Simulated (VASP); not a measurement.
**Li2GeS3: single point with PBE+D3(BJ)**

The system is Li2GeS3.

```xyz
24
Lattice="8.1492 0.2609 -0.3826 0.2609 8.1074 -0.0781 -0.3826 -0.0781 8.2274" Properties=species:S:1:pos:R:3 pbc="T T T"
Ge    3.4864    3.8102    3.5949
Ge    1.3686    2.3914    2.2027
Ge    6.9688    3.5398    2.2293
Ge    3.0696    3.1257    6.8999
S     5.3779    3.1118    0.4048
S     1.3900    2.2478    4.7448
S     7.6811    5.9309    1.6735
S     6.4163    0.3593    5.8732
S     0.4404    3.3703    7.7094
S     4.2744    0.5229    5.7825
S     1.6888    5.2830    1.9164
S     5.6683    3.0393    4.1279
S     1.2632    0.2882    4.2827
S     6.7800    7.3658    7.6127
S     5.1636    7.4472    2.0962
S     2.7786    5.2272    5.4227
Li    4.6326    5.7875   -0.0532
Li    6.1423    6.5705    4.3656
Li    0.8062    5.4593    7.4227
Li    7.1868   -0.3436    2.8138
Li    3.9456    0.9063    0.3458
Li    3.2909   -0.1579    3.3285
Li    6.1979    3.6094    6.2512
Li    8.4928    0.3892    6.7836
```

```json
{
  "Program": "VASP 6.6.1",
  "Task": "single point",
  "Functional": "PBE",
  "Dispersion": "D3(BJ)",
  "Potentials or basis": "VASP PAW PBE potentials, release 64 (Ge_d, S, Li_sv)",
  "Cutoff": "650 eV",
  "k mesh": "1 × 1 × 1, shifted",
  "Occupations": "fermi-dirac, width 0.112 eV",
  "Spin": "no spin polarisation"
}
```

```yaml
Pressure: -2.4 GPa
Largest_force: 1.962 eV/Å
Dispersion_energy_per_atom: -0.221 eV
```

Forces on the atoms (eV/Å):
```
Ge  -0.191  0.622 -0.214
Ge  -0.152  0.716 -0.842
Ge  -0.245  0.239 -0.831
Ge  -1.515  0.104 -0.550
S    0.060  0.716  0.099
S   -0.002  1.276  0.376
S    0.713 -1.479  0.129
S   -1.727 -0.163 -0.324
S    0.199 -1.944 -0.172
S    0.250  0.018  0.089
S   -0.670  0.057  0.300
S    0.638  0.361 -0.263
S   -0.696 -0.917  0.093
S    1.325 -0.512 -0.630
S    0.593 -0.693 -0.881
S    0.556 -0.718  0.792
Li   0.496  0.090  0.446
Li  -0.797 -0.052 -0.060
Li  -0.127  0.343  0.207
Li   0.078  1.403 -0.032
Li   1.003 -0.052  0.218
Li  -0.656  0.097  1.059
Li   0.662 -0.312  0.906
Li   0.204  0.803  0.085
```

Stress tensor (GPa, compression positive):
```
-2.63 -0.22 -0.28
-0.22 -1.71  0.48
-0.28  0.48 -2.97
```

Levels at points of the mesh, in eV from the Fermi level:
| k point | band 73 | band 74 | band 75 | band 76 | band 77 | band 78 | band 79 | band 80 |
| --- | --- | --- | --- | --- | --- | --- | --- | --- |
| (0.25, 0.25, 0.25) | -1.14 | -0.97 | -0.68 | -0.40 | 0.39 | 0.88 | 1.00 | 1.20 |

Run time: 2.7 min on 1 thread of Intel(R) Xeon(R) Platinum 8259CL CPU @ 2.50GHz (Skylake/Cascade Lake) (shared host), peak memory 0.67 GiB.

Caveat: the atoms stand as in a frame of molecular dynamics.
